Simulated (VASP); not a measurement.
# Si4O7 (a cell with a defect) in VASP: a series of runs, part 2 of 2

VASP 6.6.1. Earlier steps stand in the parts before.

### Step 3. Single point, PBEsol

The input, INCAR:

```
SYSTEM = Si4O7
  PREC = Accurate
  ENCUT = 520
  EDIFF = 1E-6
  ISMEAR = 0
  SIGMA = 0.05
  LREAL = .FALSE.
  LASPH = .TRUE.
  NELM = 120
  ALGO = Normal
  ISIF = 2
  LWAVE = .FALSE.
  LCHARG = .TRUE.
  GGA = PS
  LELF = .TRUE.
  LVHAR = .TRUE.
  NBANDS = 40
  GGA_COMPAT = .FALSE.
```

The input, KPOINTS:

```
Automatic mesh
0
G
  4 4 4
  0 0 0
```

The input, POSCAR:

```
Si4O7
1.0
    5.0280710683      0.0000000000      0.0000000000
    0.0000000000      5.0280710683      0.0000000000
    0.0000000000      0.0000000000      7.0088699743
Si O
4 7
Direct
    0.2980688188      0.2980688188      0.0000000000
    0.2019311812      0.7980688188      0.2500000000
    0.7019311812      0.7019311812      0.5000000000
    0.7980688188      0.2019311812      0.7500000000
    0.3980464015      0.7395636083      0.4283767439
    0.7604363917      0.8980464015      0.6783767439
    0.6019535985      0.2604363917      0.9283767439
    0.7395636083      0.3980464015      0.5716232561
    0.8980464015      0.7604363917      0.3216232561
    0.2429073647      0.0265742537      0.1612751602
    0.1019535985      0.2395636083      0.8216232561
```

Potentials or basis: VASP PAW PBE potentials, release 64 (Si, O).

Command:

```sh
cat potpaw_PBE.64/Si/POTCAR potpaw_PBE.64/O/POTCAR > POTCAR
mpirun -np 1 vasp_std > vasp.out
```

OUTCAR:

```text
SYSTEM = Si4O7
   PREC = Accurate
   ENCUT = 520
   EDIFF = 1E-6
   ISMEAR = 0
   LREAL = .FALSE.
   LASPH = .TRUE.
   NELM = 120
   ISIF = 2
   GGA = PS

 ion  position               nearest neighbor table
   1  0.298  0.298  0.000-  11 1.62   7 1.62  10 1.79   4 3.10   2 3.10   2 3.10   4 3.10
   2  0.202  0.798  0.250-  10 1.32   5 1.62   9 1.62   3 3.10   1 3.10   1 3.10   3 3.10
   3  0.702  0.702  0.500-   6 1.62   9 1.62   8 1.62   5 1.62   2 3.10   4 3.10   4 3.10   2 3.10

   4  0.798  0.202  0.750-   7 1.62   8 1.62   6 1.62  11 1.62   1 3.10   3 3.10   3 3.10   1 3.10

   5  0.398  0.740  0.428-   2 1.62   3 1.62
   6  0.760  0.898  0.678-   3 1.62   4 1.62
   7  0.602  0.260  0.928-   4 1.62   1 1.62
   8  0.740  0.398  0.572-   4 1.62   3 1.62
   9  0.898  0.760  0.322-   3 1.62   2 1.62
  10  0.243  0.027  0.161-   2 1.32   1 1.79
  11  0.102  0.240  0.822-   1 1.62   4 1.62

  LATTYP: Found a simple tetragonal cell.
 ALAT       =     5.0280710683
 C/A-ratio  =     1.3939480725

  Lattice vectors:

 A1 = (   5.0280710683,   0.0000000000,   0.0000000000)
 A2 = (   0.0000000000,   5.0280710683,   0.0000000000)
 A3 = (   0.0000000000,   0.0000000000,   7.0088699743)

Analysis of symmetry for initial positions (statically):
=====================================================================
 Subroutine PRICEL returns:
 Original cell was already a primitive cell.

 Routine SETGRP: Setting up the symmetry group for a
 simple tetragonal supercell.

 Subroutine GETGRP returns: Found  1 space group operations
 (whereof  1 operations were pure point group operations)
 out of a pool of 16 trial point group operations.

The static configuration has the point symmetry C_1 .

Analysis of symmetry for dynamics (positions and initial velocities):
=====================================================================
 Subroutine PRICEL returns:
 Original cell was already a primitive cell.

 Routine SETGRP: Setting up the symmetry group for a
 simple tetragonal supercell.

 Subroutine GETGRP returns: Found  1 space group operations
 (whereof  1 operations were pure point group operations)
 out of a pool of 16 trial point group operations.

The dynamic configuration has the point symmetry C_1 .

 Subroutine INISYM returns: Found  1 space group operations
 (whereof  1 operations are pure point group operations),
 and found     1 'primitive' translations

----------------------------------------------------------------------------------------

                                     Primitive cell

  volume of cell :     177.1947

  direct lattice vectors                    reciprocal lattice vectors
     5.028071068  0.000000000  0.000000000     0.198883426  0.000000000  0.000000000
     0.000000000  5.028071068  0.000000000     0.000000000  0.198883426  0.000000000
     0.000000000  0.000000000  7.008869974     0.000000000  0.000000000  0.142676352

  length of vectors
     5.028071068  5.028071068  7.008869974     0.198883426  0.198883426  0.142676352
[... 61 lines left out ...]
  0.250000  0.250000  0.000000      2.000000
[... 16 lines left out ...]
 -0.250000  0.500000  0.250000      2.000000
  0.500000 -0.250000  0.250000      2.000000
 [... further k-points ...]
   k-points           NKPTS =     36   k-points in BZ     NKDIM =     36   number of bands    NBANDS=     40
   number of dos      NEDOS =    301   number of ions     NIONS =     11
   total plane-waves  NPLWV =  86400
   dimension x,y,z NGX =    40 NGY =   40 NGZ =   54
   dimension x,y,z NGXF=    80 NGYF=   80 NGZF=  108
   ions per type =               4   7
   NGX,Y,Z   is equivalent  to a cutoff of  13.23, 13.23, 12.81 a.u.
   NGXF,Y,Z  is equivalent  to a cutoff of  26.45, 26.45, 25.62 a.u.
 SYSTEM =  Si4O7
   PREC   = accura    normal or accurate (medium, high low for compatibility)
   ISTART =      0    job   : 0-new  1-cont  2-samecut
   ICHARG =      2    charge: 1-file 2-atom 10-const
   ISPIN  =      1    spin polarized calculation?
   LNONCOLLINEAR =      F non collinear calculations
   LSORBIT =      F    spin-orbit coupling
   LASPH  =      T    aspherical Exc in radial PAW
   ENCUT  =  520.0 eV  38.22 Ry    6.18 a.u.   9.35  9.35 13.03*2*pi/ulx,y,z
   NELM   =    120;   NELMIN=  2; NELMDL= -5     # of ELM steps
   EDIFF  = 0.1E-05   stopping-criterion for ELM
   LREAL  =      F    real-space projection
   EDIFFG = 0.1E-04   stopping-criterion for IOM
   NSW    =      0    number of steps for IOM
   IBRION =     -1    ionic relax: 0-MD 1-quasi-New 2-CG
   NFREE  =      0    steps in history (QN), initial steepest desc. (CG)
   ISIF   =      2    stress and relaxation
   ISYM   =      2    0-nonsym 1-usesym 2-fastsym
   POTIM  = 0.5000    time-step for ionic-motion
   TEBEG  =    0.0;   TEEND  =   0.0 temperature during run
   PSTRESS=    0.0 pullay stress
   NELECT =      58.0000    total number of electrons
   NUPDOWN=      -1.0000    fix difference up-down
   EMIN   =  10.00;   EMAX   =-10.00  energy-range for DOS
   EFERMI =   0.00;   METHOD = LEGACY
   ISMEAR =     0;   SIGMA  =   0.05  broadening in eV -4-tet -1-fermi 0-gaus
   EFERMI_NEDOS =   21; number of points for ismear=-14 and -15
   IALGO  =     38    algorithm
   IMIX   =      4    mixing-type and parameters
     AMIX     =   0.40;   BMIX     =  1.00
     AMIX_MAG =   1.60;   BMIX_MAG =  1.00
  volume/ion in A,a.u.               =      16.11       108.71
  Fermi-wavevector in a.u.,A,eV,Ry     =   1.128238  2.132060 17.319128  1.272920
  Thomas-Fermi vector in A             =   2.264927
   LORBIT       =      0    0 simple, 1 ext, 2 COOP (PROOUT), +10 PAW based schemes
   GGA     = PS    functional components
   LHFCALC =     F    Hartree Fock is set to
   AEXX    =    0.0000 exact exchange contribution
   IVDW    =     0    specifies the selected vdW correction
   LEPSILON=     F    determine dielectric tensor
   LRPA    =     F    only Hartree local field effects (RPA)
 non-spin polarized calculation
 Gauss-broadening in eV      SIGMA  =   0.05
  energy-cutoff  :      520.00
  volume of cell :      177.19
 maximum number of plane-waves:      4815
 NGX is ok and might be reduce to    40
   NGX = 19   NGY = 19   NGZ = 27

 number of electron      58.0000000 magnetization

 Free energy of the ion-electron system (eV)
  ---------------------------------------------------
  ext. energy  EPLUGINS =         0.00000000
  ---------------------------------------------------
  free energy    TOTEN  =       -84.74789312 eV

  energy without entropy =      -84.74789312  energy(sigma->0) =      -84.74789312

 E-fermi :   1.9352     XC(G=0):  -8.1603

 val. band max:        1.6630687080   @ k =   0.5000   0.5000   0.5000
 cond. band min:       4.9365128365   @ k =   0.0000   0.5000   0.0000
 fundamental gap:      3.2734441286
 Fermi energy:         1.9352454346

 k-point     1 :       0.0000    0.0000    0.0000
  band No.  band energies     occupation
      1     -19.8430      2.00000
      2     -19.2307      2.00000
      3     -18.8057      2.00000
      4     -17.8985      2.00000
      5     -17.7605      2.00000
      6     -17.7160      2.00000
[... 1021 lines left out ...]
     39       9.7169      0.00000
     40      10.5430      0.00000

 [... further k-points ...]

------------------------ aborting loop because EDIFF is reached ----------------------------------------

  FORCE on cell =-STRESS in cart. coord.  units (eV):
  Direction    XX          YY          ZZ          XY          YZ          ZX
  --------------------------------------------------------------------------------------
  -------------------------------------------------------------------------------------
  Total        2.8339528     16.3731957      4.9026221      4.3754516    -13.3670352     -1.0677188
  in kB       25.6243216    148.0448203     44.3290253     39.5624021   -120.8634132     -9.6542077
  external PRESSURE =      72.6660557 kB  Pullay stress =       0.0000000 kB

 VOLUME and BASIS-vectors are now :
 -----------------------------------------------------------------------------
  energy-cutoff  :      520.00
  volume of cell :      177.19
      direct lattice vectors                 reciprocal lattice vectors
     5.028071068  0.000000000  0.000000000     0.198883426  0.000000000  0.000000000
     0.000000000  5.028071068  0.000000000     0.000000000  0.198883426  0.000000000
     0.000000000  0.000000000  7.008869974     0.000000000  0.000000000  0.142676352

 POSITION                                       TOTAL-FORCE (eV/Angst)
 -----------------------------------------------------------------------------------
      1.49871      1.49871      0.00000        -0.791528      1.185844      2.883923
      1.01532      4.01275      1.75222        -2.889969    -19.600174      8.664089
      3.52936      3.52936      3.50443        -0.093017     -0.093504     -0.181361
      4.01275      1.01532      5.25665         0.015386     -0.033450     -0.187702
      2.00141      3.71858      3.00244         0.199502     -0.200083      0.485371
      3.82353      4.51544      4.75465         0.009691     -0.014500      0.076392
      3.02667      1.30949      6.50687         0.243640     -0.170345     -0.022997
      3.71858      2.00141      4.00643         0.024341     -0.099978      0.082679
      4.51544      3.82353      2.25422        -0.371881     -0.172033      0.182866
      1.22136      0.13362      1.13036         3.759866     19.403445    -11.644487
      0.51263      1.20454      5.75865        -0.106032     -0.205221     -0.338772
 -----------------------------------------------------------------------------------
    total drift:                                0.000006      0.001327     -0.000660

  FREE ENERGIE OF THE ION-ELECTRON SYSTEM (eV)
  ---------------------------------------------------
  free  energy   TOTEN  =       -84.7478931213 eV

  energy  without entropy=      -84.7478931213  energy(sigma->0) =      -84.74789312
```

It took 5.3 min on 1 thread of Oxide Virtual Turin-like, shared host; peak memory 0.35 GiB.

What came out:

```
Free energy            : -84.7479 eV
Pressure               : 7.3 GPa
Largest force          : 22.940 eV/Å
Band gap on the k mesh : 3.27 eV
```

Forces on the atoms (eV/Å):
```
Si   -0.792   1.186   2.884
Si   -2.890 -19.600   8.664
Si   -0.093  -0.094  -0.181
Si    0.015  -0.033  -0.188
O     0.200  -0.200   0.485
O     0.010  -0.015   0.076
O     0.244  -0.170  -0.023
O     0.024  -0.100   0.083
O    -0.372  -0.172   0.183
O     3.760  19.403 -11.644
O    -0.106  -0.205  -0.339
```

Stress tensor (GPa, compression positive):
```
  2.56   3.96  -0.97
  3.96  14.80 -12.09
 -0.97 -12.09   4.43
```

Caveat: the cell differs from its parent crystal (atoms taken out, atom 10 moved 1.125 of the way to it and -0.225 Å across, host rigid); the PAW data sets were made with another functional, which shifts forces and pressure a little.

### Step 4. Single point, PBEsol

The input, INCAR:

```
SYSTEM = Si4O7
  ALGO = Normal
  EDIFF = 1E-6
  ENCUT = 520
  GGA = PS
  GGA_COMPAT = .False.
  ISIF = 2
  ISMEAR = 0
  LASPH = .True.
  LCHARG = .False.
  LREAL = .False.
  LWAVE = .False.
  NBANDS = 40
  NELM = 120
  PREC = Accurate
  SIGMA = 0.05
```

The input, KPOINTS:

```
k-points
0
Gamma
  4 4 4
  0 0 0
```

POSCAR: that of step 3 with these lines changed.

```diff
@@ -17,3 +17,3 @@
     0.8980464015      0.7604363917      0.3216232561
-    0.2429073647      0.0265742537      0.1612751602
+    0.2570926353      0.6773329434      0.0887248398
     0.1019535985      0.2395636083      0.8216232561
```

Command:

```sh
cat potpaw_PBE.64/Si/POTCAR potpaw_PBE.64/O/POTCAR > POTCAR
mpirun -np 1 vasp_std > vasp.out
```

It took 5.5 min on 1 thread of Oxide Virtual Turin-like, shared host; peak memory 0.34 GiB.

The run converged. Its results:

```yaml
Free_energy: -83.5265 eV
Pressure: 7.6 GPa
Largest_force: 25.228 eV/Å
Band_gap_on_the_k_mesh: 1.89 eV
```

Forces on the atoms (eV/Å):
```
Si   -0.761  -0.155   2.994
Si   -4.391  11.508  17.828
Si   -0.021   0.111   0.002
Si    0.005  -0.092  -0.280
O     0.018   0.309   0.545
O     0.040   0.086   0.124
O     0.131   0.498  -0.121
O    -0.028   0.004  -0.030
O    -0.288   0.321   0.339
O     5.252 -13.073 -20.928
O     0.044   0.482  -0.474
```

Stress tensor (GPa, compression positive):
```
 3.17 -2.91 -4.55
-2.91 -0.65 11.89
-4.55 11.89 20.34
```

Levels at points of the mesh, in eV from the valence-band top:
```csv
k point,band 27,band 28,band 29,band 30,band 31,band 32
"(0.00, 0.00, 0.00)",-3.11,-2.87,-1.53,3.30,4.02,5.25
"(0.50, 0.00, 0.00)",-3.27,-3.07,-1.27,3.41,4.14,5.50
"(0.00, 0.50, 0.00)",-3.22,-3.03,-0.06,1.89,4.71,5.06
"(0.50, 0.50, 0.00)",-3.29,-3.27,-0.07,2.08,4.51,5.03
"(0.00, 0.00, 0.50)",-3.11,-3.03,-1.26,2.71,4.57,5.19
"(0.50, 0.00, 0.50)",-3.23,-3.02,-1.40,3.45,4.72,5.18
"(0.00, 0.50, 0.50)",-3.20,-2.87,-0.09,1.91,4.61,5.11
"(0.50, 0.50, 0.50)",-3.32,-3.28,0.00,2.03,4.62,4.94
```

Caveat: the cell differs from its parent crystal (atoms taken out, atom 10 moved -0.125 of the way to it and +0.225 Å across, host rigid); the PAW data sets were made with another functional, which shifts forces and pressure a little.

### Step 5. The runs side by side

```csv
cell,gap on the mesh (eV),pressure (GPa),largest force (eV/Å)
"as given, atomic positions A",2.29,4.9,11.76
"as given, atomic positions B",3.27,7.3,22.94
"as given, atomic positions C",1.89,7.6,25.23
```

Alike in all rows: task single point; level PBEsol; potentials or basis VASP PAW PBE potentials, release 64 (Si, O); no spin polarisation; k mesh 4 × 4 × 4; cutoff (eV) 520; smearing gaussian 0.05 eV.

Caveats: the PAW data sets were made with another functional, which shifts forces and pressure a little.

Absolute energies hang on the potentials; compare differences alone.
